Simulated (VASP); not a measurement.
The system is MnS.

```
CELL_PARAMETERS angstrom
0.00000 2.47346 2.47346
2.47346 0.00000 2.47346
2.47346 2.47346 0.00000
ATOMIC_POSITIONS crystal
Mn 0.00000 0.00000 0.00000
S 0.75000 0.75000 0.75000
```

- Program: VASP 6.6.1
- Task: relaxation of cell and atoms
- Functional: r2SCAN
- Potentials or basis: VASP PAW PBE potentials, release 64 (Mn_pv, S)
- Cutoff: 600 eV
- k mesh: 9 × 9 × 9
- Occupations: fermi-dirac, width 0.05 eV
- Spin: collinear spin, ferromagnetic start
- Starting moments: [4.0, 0.0] μB
- Hubbard terms: Mn d U = 1.0 eV

At the start: pressure 42.7 GPa; volume 15.13 Å³/atom.

**Question.** How do energy, volume and symmetry change on relaxing?

**Answer.** Over 17 steps the energy falls by 864.3 meV/atom and the volume is 22.74 Å³/atom (+50.3 %); space group F-43m (No. 216, to 0.05 Å); moment 5.00 μB per cell.

Step by step:
```tsv
step	energy change (eV)	largest force (eV/Å)	pressure (GPa)	volume (Å³)
1	0.0000	0.0000	42.68	30.27
2	-1.5918	0.0000	-6.32	51.58
3	-1.7274	0.0000	-0.69	45.96
4	-1.7286	0.0000	-0.07	45.53
5	-1.7283	0.0000	0.46	45.19
6	-1.7283	0.0000	0.45	45.19
7	-1.7283	0.0000	0.42	45.21
8	-1.7283	0.0000	0.42	45.21
9	-1.7283	0.0000	0.42	45.21
10	-1.7283	0.0000	0.42	45.21
11	-1.7284	0.0000	0.43	45.22
12	-1.7284	0.0000	0.44	45.22
13	-1.7284	0.0000	0.38	45.23
14	-1.7284	0.0000	0.37	45.25
15	-1.7285	0.0000	0.31	45.28
16	-1.7286	0.0000	0.21	45.35
17	-1.7286	0.0000	0.01	45.48
```

Final structure:
```
CELL_PARAMETERS angstrom
0.00000 2.83320 2.83320
2.83320 0.00000 2.83320
2.83320 2.83320 0.00000
ATOMIC_POSITIONS crystal
Mn 0.00000 0.00000 0.00000
S 0.75000 0.75000 0.75000
```

Caveat: the electronic state changed during the relaxation; the volume moved by over 15 % at a fixed basis, so the end points are rough; the PAW data sets were made with another functional, which shifts forces and pressure a little; a cell with one magnetic atom can't hold antiferromagnetic order, which such compounds often take.
